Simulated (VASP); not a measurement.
# Cu (Fm-3m) in VASP: further runs, part 2 of 2

VASP 6.6.1. Earlier steps stand in the parts before.

### Step 3. Single point, SVWN5

This run uses another cell than the first one, of 11.10 Å³/atom.

Contents of INCAR:

```
SYSTEM = Cu
  PREC = Accurate
  ENCUT = 600
  EDIFF = 1E-6
  ISMEAR = -1
  SIGMA = 0.05
  LREAL = .False.
  LASPH = .True.
  NELM = 120
  ALGO = Normal
  ISIF = 2
  LWAVE = .False.
  LCHARG = .False.
  GGA = VW
  NBANDS = 12
  GGA_COMPAT = .False.
```

Contents of KPOINTS:

```
Automatic mesh
0
Gamma
  13 13 13
  0 0 0
```

Contents of POSCAR:

```
Cu
1.0
    0.0000000000      1.7706018915      1.7706018915
    1.7706018915      0.0000000000      1.7706018915
    1.7706018915      1.7706018915      0.0000000000
Cu
1
Direct
    0.0000000000      0.0000000000      0.0000000000
```

Potentials or basis: VASP PAW PBE potentials, release 64 (Cu).

On the command line:

```console
cat potpaw_PBE.64/Cu/POTCAR > POTCAR
mpirun -np 1 vasp_std > vasp.out
```

OUTCAR:

```text
SYSTEM = Cu
   PREC = Accurate
   ENCUT = 600
   EDIFF = 1E-6
   ISMEAR = -1
   LREAL = .False.
   LASPH = .True.
   NELM = 120
   ISIF = 2
   GGA = VW

 ion  position               nearest neighbor table
   1  0.000  0.000  0.000-

  LATTYP: Found a face centered cubic cell.
 ALAT       =     3.5412037830

  Lattice vectors:

 A1 = (   0.0000000000,   1.7706018915,   1.7706018915)
 A2 = (   1.7706018915,   0.0000000000,   1.7706018915)
 A3 = (   1.7706018915,   1.7706018915,   0.0000000000)

Analysis of symmetry for initial positions (statically):
=====================================================================
 Subroutine PRICEL returns:
 Original cell was already a primitive cell.

 Routine SETGRP: Setting up the symmetry group for a
 face centered cubic supercell.

 Subroutine GETGRP returns: Found 48 space group operations
 (whereof 48 operations were pure point group operations)
 out of a pool of 48 trial point group operations.

The static configuration has the point symmetry O_h .

Analysis of symmetry for dynamics (positions and initial velocities):
[... 165 lines left out ...]
      1      -1.9202      2.00000
      2       4.6647      2.00000
      3       4.6647      2.00000
      4       4.6647      2.00000
      5       5.5855      2.00000
      6       5.5855      2.00000
      7      31.1442      0.00000
      8      34.0696      0.00000
      9      34.0696      0.00000
     10      34.0696      0.00000
     11      36.6632      0.00000
     12      36.6632      0.00000
[... 331 lines left out ...]
 k-point    24 :       0.4615    0.1538    0.0000
  band No.  band energies     occupation
      1       2.7360      2.00000
      2       4.2790      2.00000
      3       4.6762      2.00000
      4       4.9736      2.00000
      5       6.2283      2.00000
      6       7.5756      1.99996
      7      14.3031      0.00000
      8      25.4198      0.00000
      9      26.7885      0.00000
     10      29.1078      0.00000
     11      39.1300      0.00000
     12      39.2222      0.00000

 [... further k-points ...]

------------------------ aborting loop because EDIFF is reached ----------------------------------------

  FORCE on cell =-STRESS in cart. coord.  units (eV):
  Direction    XX          YY          ZZ          XY          YZ          ZX
  --------------------------------------------------------------------------------------
  -------------------------------------------------------------------------------------
  Total       -0.2152693     -0.2152693     -0.2152693     -0.0000000     -0.0000000     -0.0000000
  in kB      -31.0670472    -31.0670472    -31.0670472     -0.0000000     -0.0000000     -0.0000000
  external PRESSURE =     -31.0670472 kB  Pullay stress =       0.0000000 kB

 VOLUME and BASIS-vectors are now :
 -----------------------------------------------------------------------------
  energy-cutoff  :      600.00
  volume of cell :       11.10
      direct lattice vectors                 reciprocal lattice vectors
     0.000000000  1.770601891  1.770601891    -0.282389849  0.282389849  0.282389849
     1.770601891  0.000000000  1.770601891     0.282389849 -0.282389849  0.282389849
     1.770601891  1.770601891  0.000000000     0.282389849  0.282389849 -0.282389849

 POSITION                                       TOTAL-FORCE (eV/Angst)
 -----------------------------------------------------------------------------------
      0.00000      0.00000      0.00000        -0.000000      0.000000     -0.000000
 -----------------------------------------------------------------------------------
    total drift:                               -0.000000     -0.000000     -0.000000

  FREE ENERGIE OF THE ION-ELECTRON SYSTEM (eV)
  ---------------------------------------------------
  free  energy   TOTEN  =        -4.6642927952 eV

  energy  without entropy=       -4.6616442506  energy(sigma->0) =       -4.66296852
```

stdout:

```text
POSCAR found type information on POSCAR Cu
 POSCAR found :  1 types and       1 ions
 scaLAPACK will be used
 -----------------------------------------------------------------------------
|                                                                             |
|                                                                             |
|     You enforced a specific xc type in the INCAR file but a different       |
|     I HOPE YOU KNOW WHAT YOU ARE DOING!                                     |
|                                                                             |
 -----------------------------------------------------------------------------

 LDA part: xc-table for (Slater(with rela. corr.)+VWN5), standard interpolation
 POSCAR, INCAR and KPOINTS ok, starting setup
 FFT: planning ... GRIDC
 FFT: planning ... GRID_SOFT
 FFT: planning ... GRID
 WAVECAR not read
 entering main loop
```

Run time: 6.2 s. Hardware: 1 thread of AMD EPYC 9R45 (Zen 5), shared host; peak memory 0.09 GiB.

What came out:

```yaml
Free_energy: -4.6643 eV
Pressure: -3.1 GPa
Band_gap_on_the_k_mesh: zero (an odd number of electrons rules out a gap without spin polarisation)
```

Levels at points of the mesh, in eV from the Fermi level:
```csv
k point,band 4,band 5,band 6,band 7,band 8,band 9
"(0.00, 0.00, 0.00)",-3.45,-2.53,-2.53,23.03,25.96,25.96
```

Caveat: the cell stands under tension; the PAW data sets were made with another functional, which shifts forces and pressure a little.

### Step 4. Single point, SVWN5

Contents of INCAR:

```
SYSTEM = Cu
ALGO     = Normal         ! electronic algorithm
EDIFF    = 1E-6           ! SCF threshold, eV
ENCUT    = 600            ! plane-wave cutoff, eV
GGA      = VW             ! functional
GGA_COMPAT= .FALSE.      
ISIF     = 2              ! what is computed and relaxed
ISMEAR   = -1             ! smearing method
LASPH    = .TRUE.         ! aspherical terms in the spheres
LCHARG   = .TRUE.         ! write CHGCAR
LELF     = .TRUE.         ! ELF
LREAL    = .FALSE.        ! projectors in reciprocal space
LVHAR    = .TRUE.       
LWAVE    = .FALSE.        ! write WAVECAR
NBANDS   = 12             ! bands
NELM     = 120            ! most SCF steps
PREC     = Accurate       ! precision mode
SIGMA    = 0.05           ! smearing width, eV
```

Contents of KPOINTS:

```
k-points
0
G
  13 13 13
  0 0 0
```

Contents of POSCAR:

```
Cu
1.0
    0.0000000000      1.7830713297      1.7830713297
    1.7830713297      0.0000000000      1.7830713297
    1.7830713297      1.7830713297      0.0000000000
Cu
1
Direct
    0.0000000000      0.0000000000      0.0000000000
```

On the command line:

```console
cat potpaw_PBE.64/Cu/POTCAR > POTCAR
mpirun -np 1 vasp_std > vasp.out
```

Run time: 6.5 s. Hardware: 1 thread of AMD EPYC 9R45 (Zen 5), shared host; peak memory 0.09 GiB.

The run converged. Its results:

```yaml
Free_energy: -4.6573 eV
Pressure: -6.5 GPa
Band_gap_on_the_k_mesh: zero (an odd number of electrons rules out a gap without spin polarisation)
```

Levels at points of the mesh, in eV from the Fermi level:
| k point | band 3 | band 4 | band 5 | band 6 | band 7 | band 8 | band 9 | band 10 |
| --- | --- | --- | --- | --- | --- | --- | --- | --- |
| (0.00, 0.00, 0.00) | -3.37 | -3.37 | -2.48 | -2.48 | 22.87 | 25.63 | 25.63 | 25.63 |

Caveat: the cell stands under tension; the PAW data sets were made with another functional, which shifts forces and pressure a little.

### Step 5. Summary

| level | cell | gap on the mesh (eV) | pressure (GPa) |
| --- | --- | --- | --- |
| BLYP+D3(BJ) | a = 2.522 Å, angles 60.0°, 1 atom | none | -2.6 |
| SVWN5 | a = 2.504 Å, angles 60.0°, 1 atom | none | -3.1 |
| SVWN5 | a = 2.522 Å, angles 60.0°, 1 atom | none | -6.5 |

Alike in all rows: task single point; potentials or basis VASP PAW PBE potentials, release 64 (Cu); no spin polarisation; k mesh 13 × 13 × 13; cutoff (eV) 600; smearing fermi-dirac 0.05 eV.

Caveats: the PAW data sets were made with another functional, which shifts forces and pressure a little; the cell stands under tension (at least some runs).

Total energies depend on the potentials used, so only differences within one code and one set of settings carry meaning.
